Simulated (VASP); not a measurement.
# SiNi2 (Pnma) in VASP: single point with PBE

Aim: the single point of SiNi2 with PBE.

Program: VASP 6.6.1. These are calculated values, not measurements. Logs are shortened: lines on timing, memory, paths and dates and some standing lists are left out, and cuts for length are marked.

### 1 The cell of the first run

The structure is orthorhombic, space group Pnma (No. 62). The conventional cell has a = 4.989 Å, b = 3.744 Å, c = 7.075 Å, α = 90.00°, β = 90.00°, γ = 90.00°. Within 3.1 Å of Si (site symmetry m) lie 10 Ni at 2.31 to 2.72 Å. Ni (site symmetry m) has 5 Si at 2.35 to 2.58 Å and 8 Ni at 2.57 to 2.71 Å within 3.1 Å. Ni (site symmetry m) has 5 Si at 2.31 to 2.72 Å and 8 Ni at 2.57 to 2.71 Å within 3.1 Å.

### 2 Single point, PBE

The input, INCAR:

```
  ALGO = Fast
  EDIFF = 1E-7
  ENCUT = 520
  GGA = PE
  ISIF = 2
  ISMEAR = 0
  LASPH = T
  LCHARG = F
  LREAL = F
  LWAVE = F
  NBANDS = 60
  NELM = 100
  PREC = Accurate
  SIGMA = 0.1
```

The input, KPOINTS:

```
k-points
0
Gamma
  4 6 4
```

The input, POSCAR:

```
SiNi2
1.0
    4.9892967225      0.0000000000      0.0000000000
    0.0000000000      3.7442009085      0.0000000000
    0.0000000000      0.0000000000      7.0745342761
Si Ni
4 8
Direct
    0.2888420948      0.2500000000      0.3858612538
    0.2111579052      0.7500000000      0.8858612538
    0.7888420948      0.2500000000      0.1141387462
    0.7111579052      0.7500000000      0.6141387462
    0.9589559420      0.2500000000      0.7940101345
    0.5410440580      0.7500000000      0.2940101345
    0.4589559420      0.2500000000      0.7059898655
    0.0410440580      0.7500000000      0.2059898655
    0.3286408958      0.2500000000      0.0604161695
    0.1713591042      0.7500000000      0.5604161695
    0.8286408958      0.2500000000      0.4395838305
    0.6713591042      0.7500000000      0.9395838305
```

Potentials or basis: VASP PAW PBE potentials, release 64 (Si, Ni).

Command:

```bash
> cat potpaw_PBE.64/Si/POTCAR potpaw_PBE.64/Ni/POTCAR > POTCAR
> mpirun -np 1 vasp_std > vasp.out
```

OUTCAR:

```text
EDIFF = 1E-7
   ENCUT = 520
   GGA = PE
   ISIF = 2
   ISMEAR = 0
   LASPH = T
   LREAL = F
   NELM = 100
   PREC = Accurate

 ion  position               nearest neighbor table
   1  0.289  0.250  0.386-   9 2.31  10 2.32  10 2.32  11 2.33   6 2.35   6 2.35   7 2.42   8 2.58
                             8 2.58  11 2.72
   2  0.211  0.750  0.886-  10 2.31   9 2.32   9 2.32  12 2.33   5 2.35   5 2.35   8 2.42   7 2.58
                             7 2.58  12 2.72
   3  0.789  0.250  0.114-  11 2.31  12 2.32  12 2.32   9 2.33   8 2.35   8 2.35   5 2.42   6 2.58
                             6 2.58   9 2.72
   4  0.711  0.750  0.614-  12 2.31  11 2.32  11 2.32  10 2.33   7 2.35   7 2.35   6 2.42   5 2.58
                             5 2.58  10 2.72
   5  0.959  0.250  0.794-   2 2.35   2 2.35   3 2.42   7 2.57   7 2.57  12 2.57  12 2.57   4 2.58
                             4 2.58  11 2.59   9 2.64  10 2.71  10 2.71
   6  0.541  0.750  0.294-   1 2.35   1 2.35   4 2.42   8 2.57   8 2.57  11 2.57  11 2.57   3 2.58
                             3 2.58  12 2.59  10 2.64   9 2.71   9 2.71
   7  0.459  0.250  0.706-   4 2.35   4 2.35   1 2.42   5 2.57   5 2.57  10 2.57  10 2.57   2 2.58
                             2 2.58   9 2.59  11 2.64  12 2.71  12 2.71
   8  0.041  0.750  0.206-   3 2.35   3 2.35   2 2.42   6 2.57   6 2.57   9 2.57   9 2.57   1 2.58
                             1 2.58  10 2.59  12 2.64  11 2.71  11 2.71
   9  0.329  0.250  0.060-   1 2.31   2 2.32   2 2.32   3 2.33   8 2.57   8 2.57   7 2.59   5 2.64
                            12 2.68  12 2.68   6 2.71   6 2.71   3 2.72
  10  0.171  0.750  0.560-   2 2.31   1 2.32   1 2.32   4 2.33   7 2.57   7 2.57   8 2.59   6 2.64
                            11 2.68  11 2.68   5 2.71   5 2.71   4 2.72
  11  0.829  0.250  0.440-   3 2.31   4 2.32   4 2.32   1 2.33   6 2.57   6 2.57   5 2.59   7 2.64
                            10 2.68  10 2.68   8 2.71   8 2.71   1 2.72
  12  0.671  0.750  0.940-   4 2.31   3 2.32   3 2.32   2 2.33   5 2.57   5 2.57   6 2.59   8 2.64
                             9 2.68   9 2.68   7 2.71   7 2.71   2 2.72

  LATTYP: Found a simple orthorhombic cell.
 ALAT       =     3.7442009085
 B/A-ratio  =     1.3325397981
 C/A-ratio  =     1.8894643875

  Lattice vectors:

 A1 = (   0.0000000000,  -3.7442009085,   0.0000000000)
 A2 = (   4.9892967225,   0.0000000000,   0.0000000000)
 A3 = (   0.0000000000,   0.0000000000,   7.0745342761)

Analysis of symmetry for initial positions (statically):
=====================================================================
 Subroutine PRICEL returns:
 Original cell was already a primitive cell.

 Routine SETGRP: Setting up the symmetry group for a
 simple orthorhombic supercell.

[... 156 lines left out ...]
   EFERMI_NEDOS =   21; number of points for ismear=-14 and -15
   IALGO  =     68    algorithm
   IMIX   =      4    mixing-type and parameters
     AMIX     =   0.40;   BMIX     =  1.00
     AMIX_MAG =   1.60;   BMIX_MAG =  1.00
  volume/ion in A,a.u.               =      11.01        74.32
  Fermi-wavevector in a.u.,A,eV,Ry     =   1.471634  2.780985 29.466226  2.165706
  Thomas-Fermi vector in A             =   2.586746
   LORBIT       =      0    0 simple, 1 ext, 2 COOP (PROOUT), +10 PAW based schemes
   GGA     = PE    functional components
   LHFCALC =     F    Hartree Fock is set to
   AEXX    =    0.0000 exact exchange contribution
   IVDW    =     0    specifies the selected vdW correction
   LEPSILON=     F    determine dielectric tensor
   LRPA    =     F    only Hartree local field effects (RPA)
 non-spin polarized calculation
 RMM-DIIS sequential band-by-band and
 Gauss-broadening in eV      SIGMA  =   0.10
  energy-cutoff  :      520.00
  volume of cell :      132.16
 maximum number of plane-waves:      3604
 NGX is ok and might be reduce to    40
   NGX = 19   NGY = 13   NGZ = 27

 number of electron      95.9999979 magnetization

 Free energy of the ion-electron system (eV)
  ---------------------------------------------------
  ext. energy  EPLUGINS =         0.00000000
  ---------------------------------------------------
  free energy    TOTEN  =       -72.12430838 eV

  energy without entropy =      -72.09732201  energy(sigma->0) =      -72.11081519

 E-fermi :  11.0292     XC(G=0): -12.8824

 val. band max:       11.0207820178   @ k =   0.5000   0.5000   0.0000
 cond. band min:      11.0546724942   @ k =   0.5000   0.3333   0.2500
 fundamental gap:      0.0338904764
 Fermi energy:        11.0292343173

 k-point     1 :       0.0000    0.0000    0.0000
  band No.  band energies     occupation
      1      -1.5726      2.00000
      2       0.9836      2.00000
      3       1.0431      2.00000
      4       2.8903      2.00000
      5       4.4712      2.00000
      6       4.9332      2.00000
[... 1501 lines left out ...]
     59      16.3859      0.00000
     60      16.3859      0.00000

 [... further k-points ...]

------------------------ aborting loop because EDIFF is reached ----------------------------------------

  FORCE on cell =-STRESS in cart. coord.  units (eV):
  Direction    XX          YY          ZZ          XY          YZ          ZX
  --------------------------------------------------------------------------------------
  -------------------------------------------------------------------------------------
  Total        0.2173236      0.3269377      0.2594887     -0.0000000      0.0000000      0.0000000
  in kB        2.6346388      3.9635041      3.1458114     -0.0000000      0.0000000      0.0000000
  external PRESSURE =       3.2479848 kB  Pullay stress =       0.0000000 kB

 VOLUME and BASIS-vectors are now :
 -----------------------------------------------------------------------------
  energy-cutoff  :      520.00
  volume of cell :      132.16
      direct lattice vectors                 reciprocal lattice vectors
     4.989296722  0.000000000  0.000000000     0.200429050  0.000000000  0.000000000
     0.000000000  3.744200908  0.000000000     0.000000000  0.267079685  0.000000000
     0.000000000  0.000000000  7.074534276     0.000000000  0.000000000  0.141352061

 POSITION                                       TOTAL-FORCE (eV/Angst)
 -----------------------------------------------------------------------------------
      1.44112      0.93605      2.72979        -0.000792      0.000000      0.036783
      1.05353      2.80815      6.26706         0.000792     -0.000000      0.036783
      3.93577      0.93605      0.80748        -0.000792     -0.000000     -0.036783
      3.54818      2.80815      4.34475         0.000792     -0.000000     -0.036783
      4.78452      0.93605      5.61725         0.016662     -0.000000      0.024821
      2.69943      2.80815      2.07998        -0.016662      0.000000      0.024821
      2.28987      0.93605      4.99455         0.016662     -0.000000     -0.024821
      0.20478      2.80815      1.45728        -0.016662     -0.000000     -0.024821
      1.63969      0.93605      0.42742        -0.003576     -0.000000     -0.014109
      0.85496      2.80815      3.96468         0.003576     -0.000000     -0.014109
      4.13434      0.93605      3.10985        -0.003576     -0.000000      0.014109
      3.34961      2.80815      6.64712         0.003576      0.000000      0.014109
 -----------------------------------------------------------------------------------
    total drift:                                0.000000     -0.000000      0.000000

  FREE ENERGIE OF THE ION-ELECTRON SYSTEM (eV)
  ---------------------------------------------------
  free  energy   TOTEN  =       -72.1243083811 eV

  energy  without entropy=      -72.0973220078  energy(sigma->0) =      -72.11081519
```

stdout:

```text
POSCAR found type information on POSCAR SiNi
 POSCAR found :  2 types and      12 ions
 scaLAPACK will be used
 LDA part: xc-table for (Slater+PW92), standard interpolation
 POSCAR, INCAR and KPOINTS ok, starting setup
 FFT: planning ... GRIDC
 FFT: planning ... GRID_SOFT
 FFT: planning ... GRID
 WAVECAR not read
 entering main loop
```

Wall time 4.5 min (1 thread of Intel Xeon Platinum 8488C (Sapphire Rapids), shared host); peak memory 0.37 GiB.

Results:

```
Free energy            : -72.1243 eV
Pressure               : 0.3 GPa
Largest force          : 0.037 eV/Å
Band gap on the k mesh : zero (band 48 reaches 12.20 eV, above the bottom of band 49 at 10.65 eV)
```

Forces in eV/Å, atoms in the order of the input:
```
Si  -0.001  0.000  0.037
Si   0.001  0.000  0.037
Si  -0.001  0.000 -0.037
Si   0.001  0.000 -0.037
Ni   0.017  0.000  0.025
Ni  -0.017  0.000  0.025
Ni   0.017  0.000 -0.025
Ni  -0.017  0.000 -0.025
Ni  -0.004  0.000 -0.014
Ni   0.004  0.000 -0.014
Ni  -0.004  0.000  0.014
Ni   0.004  0.000  0.014
```

Levels at points of the mesh, in eV from the Fermi level:
| k point | band 46 | band 47 | band 48 | band 49 | band 50 | band 51 |
| --- | --- | --- | --- | --- | --- | --- |
| (0.00, 0.00, 0.00) | -0.93 | -0.62 | -0.20 | 0.67 | 0.89 | 1.79 |
| (0.50, 0.00, 0.00) | -0.94 | 1.17 | 1.17 | 1.89 | 1.89 | 2.68 |
| (0.00, 0.50, 0.00) | -0.95 | -0.93 | -0.93 | 0.68 | 0.68 | 1.31 |
| (0.50, 0.50, 0.00) | -0.77 | -0.77 | -0.77 | -0.01 | -0.01 | -0.01 |
| (0.00, 0.00, 0.50) | -1.04 | -0.39 | -0.39 | 0.20 | 0.20 | 1.35 |
| (0.50, 0.00, 0.50) | -0.56 | 0.26 | 0.26 | 1.82 | 1.82 | 1.83 |
| (0.00, 0.50, 0.50) | -0.88 | -0.42 | -0.42 | -0.36 | -0.36 | 1.09 |
| (0.50, 0.50, 0.50) | -0.72 | -0.72 | -0.72 | 0.47 | 0.47 | 0.47 |
